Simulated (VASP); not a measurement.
# RbTeO3 (Pm-3m) in VASP: further runs

The runs below take RbTeO3 through single point, relaxation of cell and atoms, with LDA.

Everything below comes from runs of VASP 6.6.1. Logs are shortened: lines on timing, memory, paths and dates and some standing lists are left out, and cuts for length are marked.

## (1) The cell of the first run

Symmetry: Pm-3m, No. 221, cubic system. The conventional cell has a = 4.053 Å, b = 4.053 Å, c = 4.053 Å, α = 90.00°, β = 90.00°, γ = 90.00°. Within 3.8 Å of Rb (site symmetry m-3m) lie 12 O at 2.87 Å and 8 Te at 3.51 Å. Within 2.7 Å of Te (site symmetry m-3m) lie 6 O at 2.03 Å. Within 2.7 Å of O (site symmetry 4/mmm) lie 2 Te at 2.03 Å.

## (2) Single point, LDA

The input, INCAR:

```
PREC = Accurate
ENCUT = 520
EDIFF = 1E-7
ISMEAR = -1
SIGMA = 0.1
LREAL = F
LASPH = T
NELM = 80
ALGO = Normal
ISIF = 2
LWAVE = F
LCHARG = F
GGA = CA
NBANDS = 24
```

The input, KPOINTS:

```
Automatic mesh
0
Gamma
  4 4 4
```

The input, POSCAR:

```
RbTeO3
1.0
    4.0527900675      0.0000000000      0.0000000000
    0.0000000000      4.0527900675      0.0000000000
    0.0000000000      0.0000000000      4.0527900675
Rb Te O
1 1 3
Direct
    0.0000000000      0.0000000000      0.0000000000
    0.5000000000      0.5000000000      0.5000000000
    0.5000000000      0.5000000000      0.0000000000
    0.0000000000      0.5000000000      0.5000000000
    0.5000000000      0.0000000000      0.5000000000
```

Potentials or basis: VASP PAW LDA potentials, release 64 (Rb_sv, Te, O).

Command:

```sh
$ cat potpaw_LDA.64/Rb_sv/POTCAR potpaw_LDA.64/Te/POTCAR potpaw_LDA.64/O/POTCAR > POTCAR
$ mpirun -np 1 vasp_std > vasp.out
```

OUTCAR:

```text
PREC = Accurate
   ENCUT = 520
   EDIFF = 1E-7
   ISMEAR = -1
   LREAL = F
   LASPH = T
   NELM = 80
   ISIF = 2
   GGA = CA

 ion  position               nearest neighbor table
   1  0.000  0.000  0.000-   3 2.87   4 2.87   5 2.87   4 2.87   5 2.87   3 2.87   4 2.87   4 2.87
                             3 2.87   5 2.87   5 2.87   3 2.87   2 3.51   2 3.51   2 3.51   2 3.51
   2  0.500  0.500  0.500-   3 2.03   4 2.03   5 2.03   3 2.03   5 2.03   4 2.03   1 3.51   1 3.51
                             1 3.51   1 3.51   1 3.51   1 3.51   1 3.51   1 3.51
   3  0.500  0.500  0.000-   2 2.03   2 2.03   1 2.87   1 2.87   1 2.87   1 2.87
   4  0.000  0.500  0.500-   2 2.03   2 2.03   1 2.87   1 2.87   1 2.87   1 2.87
   5  0.500  0.000  0.500-   2 2.03   2 2.03   1 2.87   1 2.87   1 2.87   1 2.87

  LATTYP: Found a simple cubic cell.
 ALAT       =     4.0527900675

  Lattice vectors:

 A1 = (   4.0527900675,   0.0000000000,   0.0000000000)
 A2 = (   0.0000000000,   4.0527900675,   0.0000000000)
 A3 = (   0.0000000000,   0.0000000000,   4.0527900675)

Analysis of symmetry for initial positions (statically):
=====================================================================
 Subroutine PRICEL returns:
 Original cell was already a primitive cell.

 Routine SETGRP: Setting up the symmetry group for a
 simple cubic supercell.

 Subroutine GETGRP returns: Found 48 space group operations
 (whereof 48 operations were pure point group operations)
 out of a pool of 48 trial point group operations.

The static configuration has the point symmetry O_h .

Analysis of symmetry for dynamics (positions and initial velocities):
=====================================================================
 Subroutine PRICEL returns:
 Original cell was already a primitive cell.

 Routine SETGRP: Setting up the symmetry group for a
 simple cubic supercell.

 Subroutine GETGRP returns: Found 48 space group operations
 (whereof 48 operations were pure point group operations)
 out of a pool of 48 trial point group operations.

The dynamic configuration has the point symmetry O_h .

 Subroutine INISYM returns: Found 48 space group operations
 (whereof 48 operations are pure point group operations),
 and found     1 'primitive' translations

----------------------------------------------------------------------------------------

                                     Primitive cell

  volume of cell :      66.5675

  direct lattice vectors                    reciprocal lattice vectors
     4.052790068  0.000000000  0.000000000     0.246743597  0.000000000  0.000000000
     0.000000000  4.052790068  0.000000000     0.000000000  0.246743597  0.000000000
     0.000000000  0.000000000  4.052790068     0.000000000  0.000000000  0.246743597

  length of vectors
     4.052790068  4.052790068  4.052790068     0.246743597  0.246743597  0.246743597

  position of ions in fractional coordinates (direct lattice)
     0.000000000  0.000000000  0.000000000
     0.500000000  0.500000000  0.500000000
     0.500000000  0.500000000  0.000000000
     0.000000000  0.500000000  0.500000000
     0.500000000  0.000000000  0.500000000

  ion indices of the primitive-cell ions
   primitive index   ion index
                 1           1
                 2           2
                 3           3
                 4           4
                 5           5

----------------------------------------------------------------------------------------

 KPOINTS: Automatic mesh

Automatic generation of k-mesh.
 Grid dimensions read from file:
 generate k-points for:    4    4    4

 Generating k-lattice:

  Cartesian coordinates                     Fractional coordinates (reciprocal lattice)
     0.061685899  0.000000000  0.000000000     0.250000000  0.000000000  0.000000000
     0.000000000  0.061685899  0.000000000     0.000000000  0.250000000  0.000000000
     0.000000000  0.000000000  0.061685899     0.000000000  0.000000000  0.250000000

  Length of vectors
     0.061685899  0.061685899  0.061685899

  Shift w.r.t. Gamma in fractional coordinates (k-lattice)
     0.000000000  0.000000000  0.000000000

 Subroutine IBZKPT returns following result:
 ===========================================

 Found     10 irreducible k-points:

 Following reciprocal coordinates:
            Coordinates               Weight
  0.000000  0.000000  0.000000      1.000000
  0.250000  0.000000  0.000000      6.000000
  0.500000  0.000000  0.000000      3.000000
  0.250000  0.250000  0.000000     12.000000
  0.500000  0.250000  0.000000     12.000000
  0.500000  0.500000  0.000000      3.000000
  0.250000  0.250000  0.250000      8.000000
  0.500000  0.250000  0.250000     12.000000
  0.500000  0.500000  0.250000      6.000000
  0.500000  0.500000  0.500000      1.000000
   k-points           NKPTS =     10   k-points in BZ     NKDIM =     10   number of bands    NBANDS=     24
   number of dos      NEDOS =    301   number of ions     NIONS =      5
   total plane-waves  NPLWV =  27000
   dimension x,y,z NGX =    30 NGY =   30 NGZ =   30
   dimension x,y,z NGXF=    60 NGYF=   60 NGZF=   60
   ions per type =               1   1   3
   NGX,Y,Z   is equivalent  to a cutoff of  12.31, 12.31, 12.31 a.u.
   NGXF,Y,Z  is equivalent  to a cutoff of  24.61, 24.61, 24.61 a.u.
 SYSTEM =  unknown system
   PREC   = accura    normal or accurate (medium, high low for compatibility)
   ISTART =      0    job   : 0-new  1-cont  2-samecut
   ICHARG =      2    charge: 1-file 2-atom 10-const
   ISPIN  =      1    spin polarized calculation?
   LNONCOLLINEAR =      F non collinear calculations
   LSORBIT =      F    spin-orbit coupling
   LASPH  =      T    aspherical Exc in radial PAW
   ENCUT  =  520.0 eV  38.22 Ry    6.18 a.u.   7.54  7.54  7.54*2*pi/ulx,y,z
   NELM   =     80;   NELMIN=  2; NELMDL= -5     # of ELM steps
   EDIFF  = 0.1E-06   stopping-criterion for ELM
   LREAL  =      F    real-space projection
   EDIFFG = 0.1E-05   stopping-criterion for IOM
   NSW    =      0    number of steps for IOM
   IBRION =     -1    ionic relax: 0-MD 1-quasi-New 2-CG
   NFREE  =      0    steps in history (QN), initial steepest desc. (CG)
   ISIF   =      2    stress and relaxation
   ISYM   =      2    0-nonsym 1-usesym 2-fastsym
   POTIM  = 0.5000    time-step for ionic-motion
   TEBEG  =    0.0;   TEEND  =   0.0 temperature during run
   PSTRESS=    0.0 pullay stress
   NELECT =      33.0000    total number of electrons
   NUPDOWN=      -1.0000    fix difference up-down
   EMIN   =  10.00;   EMAX   =-10.00  energy-range for DOS
   EFERMI =   0.00;   METHOD = LEGACY
   ISMEAR =    -1;   SIGMA  =   0.10  broadening in eV -4-tet -1-fermi 0-gaus
   EFERMI_NEDOS =   21; number of points for ismear=-14 and -15
   IALGO  =     38    algorithm
   IMIX   =      4    mixing-type and parameters
     AMIX     =   0.40;   BMIX     =  1.00
     AMIX_MAG =   1.60;   BMIX_MAG =  1.00
  volume/ion in A,a.u.               =      13.31        89.84
  Fermi-wavevector in a.u.,A,eV,Ry     =   1.295663  2.448448 22.840678  1.678742
  Thomas-Fermi vector in A             =   2.427168
   LORBIT       =      0    0 simple, 1 ext, 2 COOP (PROOUT), +10 PAW based schemes
   GGA     = CA    functional components
   LHFCALC =     F    Hartree Fock is set to
   AEXX    =    0.0000 exact exchange contribution
   IVDW    =     0    specifies the selected vdW correction
   LEPSILON=     F    determine dielectric tensor
   LRPA    =     F    only Hartree local field effects (RPA)
 non-spin polarized calculation
  energy-cutoff  :      520.00
  volume of cell :       66.57
 maximum number of plane-waves:      1856
   NGX = 15   NGY = 15   NGZ = 15

 number of electron      32.9999979 magnetization

 Free energy of the ion-electron system (eV)
  ---------------------------------------------------
  ext. energy  EPLUGINS =         0.00000000
  ---------------------------------------------------
  free energy    TOTEN  =       -28.66878887 eV

  energy without entropy =      -28.64886498  energy(sigma->0) =      -28.65882693

 E-fermi :   5.6001     XC(G=0): -11.3220

 val. band max:        5.1829900216   @ k =   0.5000   0.0000   0.0000
 cond. band min:       5.7698864314   @ k =   0.5000   0.2500   0.0000
 fundamental gap:      0.5868964098
 Fermi energy:         5.6001386917

 k-point     1 :       0.0000    0.0000    0.0000
  band No.  band energies     occupation
      1     -19.5855      2.00000
      2     -15.2180      2.00000
      3     -12.0791      2.00000
      4     -12.0791      2.00000
      5      -4.4554      2.00000
      6      -4.4554      2.00000
[... 16 lines left out ...]
     23      12.7911      0.00000
     24      14.2728      0.00000

 k-point     2 :       0.2500    0.0000    0.0000
  band No.  band energies     occupation
      1     -19.5350      2.00000
      2     -15.0422      2.00000
      3     -12.5837      2.00000
      4     -12.0669      2.00000
      5      -4.2971      2.00000
      6      -4.1904      2.00000
[... 16 lines left out ...]
     23      12.9910      0.00000
     24      13.2675      0.00000

 k-point     3 :       0.5000    0.0000    0.0000
  band No.  band energies     occupation
      1     -19.4833      2.00000
      2     -14.7809      2.00000
      3     -13.1502      2.00000
      4     -12.0543      2.00000
      5      -4.6047      2.00000
      6      -3.7536      2.00000
[... 16 lines left out ...]
     23      14.4440      0.00000
     24      14.9916      0.00000
[... 136 lines left out ...]
 k-point     9 :       0.5000    0.5000    0.2500
  band No.  band energies     occupation
      1     -19.4099      2.00000
      2     -13.5190      2.00000
      3     -13.2008      2.00000
      4     -13.2008      2.00000
      5      -8.4241      2.00000
      6      -4.2590      2.00000
[... 16 lines left out ...]
     23      14.9271      0.00000
     24      14.9928      0.00000

 k-point    10 :       0.5000    0.5000    0.5000
  band No.  band energies     occupation
      1     -19.3925      2.00000
      2     -13.1621      2.00000
      3     -13.1621      2.00000
      4     -13.1621      2.00000
      5      -9.5727      2.00000
      6      -4.4838      2.00000
[... 16 lines left out ...]
     23      14.7600      0.00000
     24      15.0497      0.00000

------------------------ aborting loop because EDIFF is reached ----------------------------------------

  FORCE on cell =-STRESS in cart. coord.  units (eV):
  Direction    XX          YY          ZZ          XY          YZ          ZX
  --------------------------------------------------------------------------------------
  -------------------------------------------------------------------------------------
  Total        1.3825663      1.3825663      1.3825663      0.0000000     -0.0000000      0.0000000
  in kB       33.2762375     33.2762375     33.2762375      0.0000000     -0.0000000      0.0000000
  external PRESSURE =      33.2762375 kB  Pullay stress =       0.0000000 kB

 VOLUME and BASIS-vectors are now :
 -----------------------------------------------------------------------------
  energy-cutoff  :      520.00
  volume of cell :       66.57
      direct lattice vectors                 reciprocal lattice vectors
     4.052790068  0.000000000  0.000000000     0.246743597  0.000000000  0.000000000
     0.000000000  4.052790068  0.000000000     0.000000000  0.246743597  0.000000000
     0.000000000  0.000000000  4.052790068     0.000000000  0.000000000  0.246743597

 POSITION                                       TOTAL-FORCE (eV/Angst)
 -----------------------------------------------------------------------------------
      0.00000      0.00000      0.00000         0.000000      0.000000      0.000000
      2.02640      2.02640      2.02640         0.000000      0.000000      0.000000
      2.02640      2.02640      0.00000         0.000000      0.000000      0.000000
      0.00000      2.02640      2.02640         0.000000      0.000000      0.000000
      2.02640      0.00000      2.02640         0.000000      0.000000      0.000000
 -----------------------------------------------------------------------------------
    total drift:                                0.000000      0.000000     -0.000000

  FREE ENERGIE OF THE ION-ELECTRON SYSTEM (eV)
  ---------------------------------------------------
  free  energy   TOTEN  =       -28.6687888673 eV

  energy  without entropy=      -28.6488649832  energy(sigma->0) =      -28.65882693
```

Wall time 8.6 s (1 thread of AMD EPYC 9R45 (Zen 5), shared host); peak memory 0.12 GiB.

Results:

```
Free energy            : -28.6688 eV
Pressure               : 3.3 GPa
Band gap on the k mesh : zero (an odd number of electrons rules out a gap without spin polarisation)
```

Caveat: the k points lie up to 0.39 Å⁻¹ apart, too coarse for converged energies and pressures of a metal; spin-orbit coupling is left out, which moves the levels of the heavy elements; an odd number of electrons without spin polarisation forces a metal; a magnetic or distorted state may lie lower.

## (3) Single point, LDA

This run uses another cell than the first one, of 13.59 Å³/atom.

The input, INCAR:

```
SYSTEM = RbTeO3
PREC = Accurate
ENCUT = 520
EDIFF = 1E-7
ISMEAR = -1
SIGMA = 0.1
LREAL = .FALSE.
LASPH = .TRUE.
NELM = 80
ALGO = Normal
ISIF = 2
LWAVE = .FALSE.
LCHARG = .FALSE.
NBANDS = 24
```

The input, KPOINTS:

```
Automatic mesh
0
G
  4 4 4
  0 0 0
```

Edit POSCAR of step 2 so:

```diff
@@ -2,5 +2,5 @@
 1.0
-    4.0527900675      0.0000000000      0.0000000000
-    0.0000000000      4.0527900675      0.0000000000
-    0.0000000000      0.0000000000      4.0527900675
+    4.0801746149      0.0000000000      0.0000000000
+    0.0000000000      4.0801746149      0.0000000000
+    0.0000000000      0.0000000000      4.0801746149
 Rb Te O
```

Potentials or basis: VASP PAW LDA potentials, release 64 (Rb_sv, Te, O).

Command:

```sh
$ cat potpaw_LDA.64/Rb_sv/POTCAR potpaw_LDA.64/Te/POTCAR potpaw_LDA.64/O/POTCAR > POTCAR
$ mpirun -np 1 vasp_std > vasp.out
```

OUTCAR:

```text
SYSTEM = RbTeO3
   PREC = Accurate
   ENCUT = 520
   EDIFF = 1E-7
   ISMEAR = -1
   LREAL = .FALSE.
   LASPH = .TRUE.
   NELM = 80
   ISIF = 2

 ion  position               nearest neighbor table
   1  0.000  0.000  0.000-   3 2.89   4 2.89   5 2.89   4 2.89   5 2.89   3 2.89   4 2.89   4 2.89
                             3 2.89   5 2.89   5 2.89   3 2.89   2 3.53   2 3.53   2 3.53   2 3.53
   2  0.500  0.500  0.500-   3 2.04   4 2.04   5 2.04   3 2.04   5 2.04   4 2.04   1 3.53   1 3.53
                             1 3.53   1 3.53   1 3.53   1 3.53   1 3.53   1 3.53
   3  0.500  0.500  0.000-   2 2.04   2 2.04   1 2.89   1 2.89   1 2.89   1 2.89
   4  0.000  0.500  0.500-   2 2.04   2 2.04   1 2.89   1 2.89   1 2.89   1 2.89
   5  0.500  0.000  0.500-   2 2.04   2 2.04   1 2.89   1 2.89   1 2.89   1 2.89

  LATTYP: Found a simple cubic cell.
 ALAT       =     4.0801746149

  Lattice vectors:

 A1 = (   4.0801746149,   0.0000000000,   0.0000000000)
 A2 = (   0.0000000000,   4.0801746149,   0.0000000000)
 A3 = (   0.0000000000,   0.0000000000,   4.0801746149)

Analysis of symmetry for initial positions (statically):
=====================================================================
[... 165 lines left out ...]
 cond. band min:       5.3853768774   @ k =   0.5000   0.2500   0.0000
 fundamental gap:      0.5714849899
 Fermi energy:         5.2151523909

 k-point     1 :       0.0000    0.0000    0.0000
  band No.  band energies     occupation
      1     -19.7800      2.00000
      2     -15.2933      2.00000
      3     -12.2399      2.00000
      4     -12.2399      2.00000
      5      -4.5877      2.00000
      6      -4.5877      2.00000
[... 259 lines left out ...]
     23      14.4666      0.00000
     24      14.7328      0.00000

------------------------ aborting loop because EDIFF is reached ----------------------------------------

  FORCE on cell =-STRESS in cart. coord.  units (eV):
  Direction    XX          YY          ZZ          XY          YZ          ZX
  --------------------------------------------------------------------------------------
  -------------------------------------------------------------------------------------
  Total        0.0237305      0.0237305      0.0237305      0.0000000     -0.0000000     -0.0000000
  in kB        0.5597328      0.5597328      0.5597328      0.0000000     -0.0000000     -0.0000000
  external PRESSURE =       0.5597328 kB  Pullay stress =       0.0000000 kB

 VOLUME and BASIS-vectors are now :
 -----------------------------------------------------------------------------
  energy-cutoff  :      520.00
  volume of cell :       67.93
      direct lattice vectors                 reciprocal lattice vectors
     4.080174615  0.000000000  0.000000000     0.245087550  0.000000000  0.000000000
     0.000000000  4.080174615  0.000000000     0.000000000  0.245087550  0.000000000
     0.000000000  0.000000000  4.080174615     0.000000000  0.000000000  0.245087550

 POSITION                                       TOTAL-FORCE (eV/Angst)
 -----------------------------------------------------------------------------------
      0.00000      0.00000      0.00000         0.000000      0.000000      0.000000
      2.04009      2.04009      2.04009         0.000000      0.000000      0.000000
      2.04009      2.04009      0.00000         0.000000      0.000000      0.000000
      0.00000      2.04009      2.04009         0.000000      0.000000      0.000000
      2.04009      0.00000      2.04009         0.000000      0.000000      0.000000
 -----------------------------------------------------------------------------------
    total drift:                                0.000000      0.000000     -0.000000

  FREE ENERGIE OF THE ION-ELECTRON SYSTEM (eV)
  ---------------------------------------------------
  free  energy   TOTEN  =       -28.6843442602 eV

  energy  without entropy=      -28.6641667386  energy(sigma->0) =      -28.67425550
```

stdout:

```text
POSCAR found type information on POSCAR RbTeO
 POSCAR found :  3 types and       5 ions
 scaLAPACK will be used
 LDA part: xc-table for (Slater(with rela. corr.)+CA(PZ))
 , standard interpolation
 POSCAR, INCAR and KPOINTS ok, starting setup
 FFT: planning ... GRIDC
 FFT: planning ... GRID_SOFT
 FFT: planning ... GRID
 WAVECAR not read
 entering main loop
```

It took 9.2 s on 1 thread of AMD EPYC 9R45 (Zen 5), shared host; peak memory 0.12 GiB.

Results:

- Free energy: -28.6843 eV
- Pressure: 0.1 GPa
- Band gap on the k mesh: zero (an odd number of electrons rules out a gap without spin polarisation)

Levels at points of the mesh, in eV from the Fermi level:
| k point | band 12 | band 13 | band 14 | band 15 | band 16 | band 17 | band 18 | band 19 | band 20 | band 21 |
| --- | --- | --- | --- | --- | --- | --- | --- | --- | --- | --- |
| (0.00, 0.00, 0.00) | -2.67 | -2.67 | -2.67 | -2.37 | -2.37 | -2.37 | 5.97 | 6.01 | 6.01 | 7.35 |
| (0.50, 0.00, 0.00) | -3.13 | -2.85 | -2.85 | -2.81 | -2.81 | -0.40 | 4.43 | 7.22 | 7.22 | 7.66 |
| (0.50, 0.50, 0.00) | -3.33 | -3.33 | -3.08 | -3.08 | -1.65 | 1.83 | 3.21 | 3.21 | 6.45 | 8.49 |
| (0.50, 0.50, 0.50) | -3.47 | -3.47 | -1.61 | -1.61 | -1.61 | 1.70 | 1.70 | 1.70 | 3.87 | 9.25 |

Caveat: the k points lie up to 0.38 Å⁻¹ apart, too coarse for converged energies and pressures of a metal; spin-orbit coupling is left out, which moves the levels of the heavy elements; an odd number of electrons without spin polarisation forces a metal; a magnetic or distorted state may lie lower.

[end of part 1 of 2]
